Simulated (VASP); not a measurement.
A run of VASP 6.6.1 is set up as follows.

The input POSCAR:

```
Mg3Sb2
1.0
    4.5691581979      0.0000000000      0.0000000000
   -2.2845790989      3.9570070733      0.0000000000
    0.0000000000      0.0000000000      7.2404157659
Mg Sb
3 2
Direct
    0.3333333333      0.6666666667      0.6336636215
    0.6666666667      0.3333333333      0.3663363785
    0.0000000000      0.0000000000      0.0000000000
    0.3333333333      0.6666666667      0.2287383461
    0.6666666667      0.3333333333      0.7712616539
```

The input INCAR.step1:

```
SYSTEM = Mg3Sb2
PREC = Accurate
ENCUT = 660
ISMEAR = 0
SIGMA = 0.02
LREAL = .FALSE.
LASPH = .TRUE.
NELM = 120
NBANDS = 16
GGA = PE
ALGO = Normal
EDIFF = 1E-5
LWAVE = .TRUE.
LCHARG = .FALSE.
GGA_COMPAT = .FALSE.
```

The input INCAR.step2:

```
SYSTEM = Mg3Sb2
PREC = Accurate
ENCUT = 660
EDIFF = 1E-6
ISMEAR = 0
SIGMA = 0.02
LREAL = .FALSE.
LASPH = .TRUE.
NELM = 120
ALGO = Normal
ISIF = 2
LWAVE = .FALSE.
LCHARG = .TRUE.
METAGGA = R2SCAN
LMIXTAU = .TRUE.
LELF = .TRUE.
LVHAR = .TRUE.
NBANDS = 16
ISTART = 1
GGA_COMPAT = .FALSE.
```

KPOINTS

```
Automatic mesh
0
G
  6 6 4
  0 0 0
```

Potentials or basis: VASP PAW PBE potentials, release 64 (Mg, Sb).

The run is started by

```sh
$ cat potpaw_PBE.64/Mg/POTCAR potpaw_PBE.64/Sb/POTCAR > POTCAR
$ cp INCAR.step1 INCAR
$ mpirun -np 1 vasp_std > vasp.out
$ cp INCAR.step2 INCAR
$ mpirun -np 1 vasp_std > vasp.out
```

Predict the largest force.

0.016 eV/Å.

What does it give for the band gap on the k mesh?

0.56 eV (least direct gap 1.75 eV).

Estimate the pressure.

0.0 GPa.

Forces on the atoms (eV/Å):
```
Mg   0.000  0.000 -0.004
Mg   0.000  0.000  0.004
Mg   0.000  0.000  0.000
Sb   0.000  0.000 -0.016
Sb   0.000  0.000  0.016
```

Caveat: semilocal functionals underestimate gaps, and a narrow one can read as zero; the PAW data sets were made with another functional, which shifts forces and pressure a little; spin-orbit coupling is left out, which moves the levels of the heavy elements. A k mesh can miss the band edges.
